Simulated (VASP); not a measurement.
Wanted: the native input for a VASP 6.6.1 run.

* Task: single point
* Functional: LDA
* Potentials or basis: VASP PAW LDA potentials, release 64 (Hf_pv)
* Cutoff: 520 eV
* k mesh: 10 × 10 × 5
* Occupations: fermi-dirac, width 0.05 eV
* Spin: no spin polarisation
* Dipole correction: no
* Further INCAR settings: ALGO = Fast; EDIFF = 1e-06; NBANDS = 17

The structure of Hf lies in POSCAR:

```
Hf
1.0
    3.1534960552      0.0000000000      0.0000000000
   -1.5767480276      2.7310076946      0.0000000000
    0.0000000000      0.0000000000      4.9894429718
Hf
2
Direct
    0.6666666667      0.3333333333      0.7500000000
    0.3333333333      0.6666666667      0.2500000000
```

These files were run (other wordings do the same):

INCAR

```
ALGO = Fast ; EDIFF = 1E-6
ENCUT = 520 ; GGA = CA
ISIF = 2 ; ISMEAR = -1
LASPH = True ; LCHARG = True
LELF = True ; LREAL = False
LVHAR = True ; LWAVE = False
NBANDS = 17 ; NELM = 80
PREC = Accurate ; SIGMA = 0.05
```

KPOINTS

```
k-points
0
Gamma
  10 10 5
```

Potentials or basis: VASP PAW LDA potentials, release 64 (Hf_pv).

Launch:

```sh
$ cat potpaw_LDA.64/Hf_pv/POTCAR > POTCAR
$ mpirun -np 1 vasp_std > vasp.out
```

It gave:

The pressure is -3.7 GPa and the band gap on the k mesh is zero (bands 10 and 11 overlap by 1.47 eV).

Caveat: the cell stands under tension; spin-orbit coupling is left out, which moves the levels of the heavy elements.

Wall time 41 s on 1 thread of AMD EPYC 7R43 64-Core Processor (Zen 3), with other jobs on the host, peak memory 0.12 GiB.
